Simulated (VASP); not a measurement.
# EuS (Fm-3m) in VASP: notebook, part 2 of 2

VASP 6.6.1.

## (3) Single point, PBE-based screened hybrid with 30 % exact exchange, collinear spin, ferromagnetic start

POSCAR

```
EuS
1.0
    0.0000000000      2.9785018670      2.9785018670
    2.9785018670      0.0000000000      2.9785018670
    2.9785018670      2.9785018670      0.0000000000
Eu S
1 1
Direct
    0.5000000000      0.5000000000      0.5000000000
    0.0000000000      0.0000000000      0.0000000000
```

INCAR.step1

```
SYSTEM = EuS
PREC = Accurate
ENCUT = 520
EDIFF = 1E-5
ISMEAR = 0
SIGMA = 0.05
LREAL = .FALSE.
LASPH = .TRUE.
NELM = 200
ALGO = Normal
ISIF = 2
LWAVE = .TRUE.
ISPIN = 2
MAGMOM = 7.55 0
LORBIT = 11
LMAXMIX = 6
NBANDS = 22
GGA = PE
GGA_COMPAT = .FALSE.
```

INCAR.step2

```
SYSTEM = EuS
PREC = Accurate
ENCUT = 520
EDIFF = 1E-6
ISMEAR = 0
SIGMA = 0.05
LREAL = .FALSE.
LASPH = .TRUE.
NELM = 200
ALGO = Normal
ISIF = 2
LWAVE = .FALSE.
LCHARG = .TRUE.
ISPIN = 2
MAGMOM = 7.55 0
LORBIT = 11
LMAXMIX = 6
GGA = PE
LHFCALC = .TRUE.
AEXX = 0.3
HFSCREEN = 0.20787
PRECFOCK = Normal
LELF = .TRUE.
LVHAR = .TRUE.
NBANDS = 22
ISTART = 1
GGA_COMPAT = .FALSE.
```

KPOINTS

```
regular mesh
0
G
  4 4 4
  0 0 0
```

Potentials or basis: VASP PAW PBE potentials, release 64 (Eu, S).

Command:

```bash
$ cat potpaw_PBE.64/Eu/POTCAR potpaw_PBE.64/S/POTCAR > POTCAR
$ cp INCAR.step1 INCAR
$ mpirun -np 1 vasp_std > vasp.out
$ cp INCAR.step2 INCAR
$ mpirun -np 1 vasp_std > vasp.out
```

OUTCAR:

```text
SYSTEM = EuS
   PREC = Accurate
   ENCUT = 520
   EDIFF = 1E-6
   ISMEAR = 0
   LREAL = .FALSE.
   LASPH = .TRUE.
   NELM = 200
   ISIF = 2
   ISPIN = 2
   LORBIT = 11
   GGA = PE
   LHFCALC = .TRUE.
   AEXX = 0.3
   HFSCREEN = 0.20787
   PRECFOCK = Normal
   ISTART = 1

 ion  position               nearest neighbor table
   1  0.500  0.500  0.500-   2 2.98   2 2.98   2 2.98   2 2.98   2 2.98   2 2.98
   2  0.000  0.000  0.000-   1 2.98   1 2.98   1 2.98   1 2.98   1 2.98   1 2.98

  LATTYP: Found a face centered cubic cell.
 ALAT       =     5.9570037340

  Lattice vectors:

 A1 = (   0.0000000000,   2.9785018670,   2.9785018670)
 A2 = (   2.9785018670,   0.0000000000,   2.9785018670)
 A3 = (   2.9785018670,   2.9785018670,   0.0000000000)

Analysis of symmetry for initial positions (statically):
[... 391 lines left out ...]
  band No.  band energies     occupation
      1     -36.4522      1.00000
      2     -14.7647      1.00000
      3     -14.7647      1.00000
      4     -14.7647      1.00000
      5     -11.3305      1.00000
      6       0.8848      1.00000
[... 189 lines left out ...]
     21      14.3200      0.00000
     22      14.4047      0.00000

------------------------ aborting loop because EDIFF is reached ----------------------------------------

  FORCE on cell =-STRESS in cart. coord.  units (eV):
  Direction    XX          YY          ZZ          XY          YZ          ZX
  --------------------------------------------------------------------------------------
  -------------------------------------------------------------------------------------
  Total        0.0204936      0.0204936      0.0204936     -0.0000000     -0.0000000      0.0000000
  in kB        0.6213069      0.6213069      0.6213069     -0.0000000     -0.0000000      0.0000000
  external PRESSURE =       0.6213069 kB  Pullay stress =       0.0000000 kB

 VOLUME and BASIS-vectors are now :
 -----------------------------------------------------------------------------
  energy-cutoff  :      520.00
  volume of cell :       52.85
      direct lattice vectors                 reciprocal lattice vectors
     0.000000000  2.978501867  2.978501867    -0.167869628  0.167869628  0.167869628
     2.978501867  0.000000000  2.978501867     0.167869628 -0.167869628  0.167869628
     2.978501867  2.978501867  0.000000000     0.167869628  0.167869628 -0.167869628

 POSITION                                       TOTAL-FORCE (eV/Angst)
 -----------------------------------------------------------------------------------
      2.97850      2.97850      2.97850        -0.000000     -0.000000     -0.000000
      0.00000      0.00000      0.00000         0.000000      0.000000      0.000000
 -----------------------------------------------------------------------------------
    total drift:                               -0.000003      0.000004      0.000011

  FREE ENERGIE OF THE ION-ELECTRON SYSTEM (eV)
  ---------------------------------------------------
  free  energy   TOTEN  =       -34.4344859790 eV

  energy  without entropy=      -34.4344859790  energy(sigma->0) =      -34.43448598

 total charge

# of ion       s       p       d       f       tot
--------------------------------------------------
    1        2.033   5.832   0.212   6.832  14.909
    2        1.307   2.479   0.000   0.000   3.787
--------------------------------------------------
tot          3.341   8.311   0.212   6.832  18.696

 magnetization (x)

# of ion       s       p       d       f       tot
--------------------------------------------------
    1       -0.014  -0.106   0.036   6.810   6.726
    2       -0.006  -0.050   0.000   0.000  -0.056
--------------------------------------------------
tot         -0.020  -0.156   0.036   6.810   6.669
```

Wall time 69 min (1 thread of AMD EPYC, shared host); peak memory 0.29 GiB.

What came out:

```
Free energy                                           : -34.4345 eV
Pressure                                              : 0.1 GPa
Band gap on the k mesh                                : 0.89 eV (least direct gap 1.16 eV)
Net moment                                            : 7.00 μB per cell
Site moments                                          : Eu +6.73; S -0.06 μB
Valence electrons inside the program's atomic spheres : Eu 14.91; S 3.79
```

Levels at points of the mesh, in eV from the valence-band top:
Spin up:
```tsv
k point	band 13	band 14	band 15	band 16	band 17	band 18
(0.00, 0.00, 0.00)	0.00	0.00	0.00	2.76	3.05	3.05
(0.50, 0.00, 0.00)	-0.59	-0.56	-0.55	4.76	5.45	6.02
(0.50, 0.50, 0.00)	-0.57	-0.26	-0.26	0.89	5.25	5.35
```
Spin down:
| k point | band 5 | band 6 | band 7 | band 8 | band 9 | band 10 | band 11 | band 12 |
| --- | --- | --- | --- | --- | --- | --- | --- | --- |
| (0.00, 0.00, 0.00) | -14.34 | -2.12 | -2.12 | -2.12 | 3.16 | 3.76 | 3.76 | 3.76 |
| (0.50, 0.00, 0.00) | -13.08 | -4.91 | -3.36 | -3.36 | 4.82 | 6.16 | 7.05 | 7.05 |
| (0.50, 0.50, 0.00) | -13.95 | -3.40 | -2.52 | -2.52 | 1.49 | 5.89 | 6.19 | 7.89 |

Caveat: the k points lie up to 0.46 Å⁻¹ apart; the PAW data sets were made with another functional, which shifts forces and pressure a little; spin-orbit coupling is left out, which moves the levels of the heavy elements; a cell with one magnetic atom can't hold antiferromagnetic order, which such compounds often take.
